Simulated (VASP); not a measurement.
Here is a VASP 6.6.1 calculation.

The input INCAR:

```
SYSTEM = AlN
PREC = Accurate
ENCUT = 600
EDIFF = 1E-6
ISMEAR = -1
SIGMA = 0.01
LREAL = .FALSE.
LASPH = .TRUE.
NELM = 120
ALGO = Normal
ISIF = 2
LWAVE = .FALSE.
LCHARG = .FALSE.
GGA = PE
NBANDS = 11
GGA_COMPAT = .FALSE.
```

KPOINTS

```
regular mesh
0
G
  8 8 8
  0 0 0
```

POSCAR

```
AlN
1.0
    0.0000000000      2.0201655834      2.0201655834
    2.0201655834      0.0000000000      2.0201655834
    2.0201655834      2.0201655834      0.0000000000
Al N
1 1
Direct
    0.0000000000      0.0000000000      0.0000000000
    0.5000000000      0.5000000000      0.5000000000
```

Potentials or basis: VASP PAW PBE potentials, release 64 (Al, N).

Command:

```sh
$ cat potpaw_PBE.64/Al/POTCAR potpaw_PBE.64/N/POTCAR > POTCAR
$ mpirun -np 1 vasp_std > vasp.out
```

(1) Estimate the pressure.

(2) Predict the band gap on the k mesh.

Answers

(1) 5.4 GPa.

(2) 4.63 eV, indirect (least direct gap 5.71 eV).
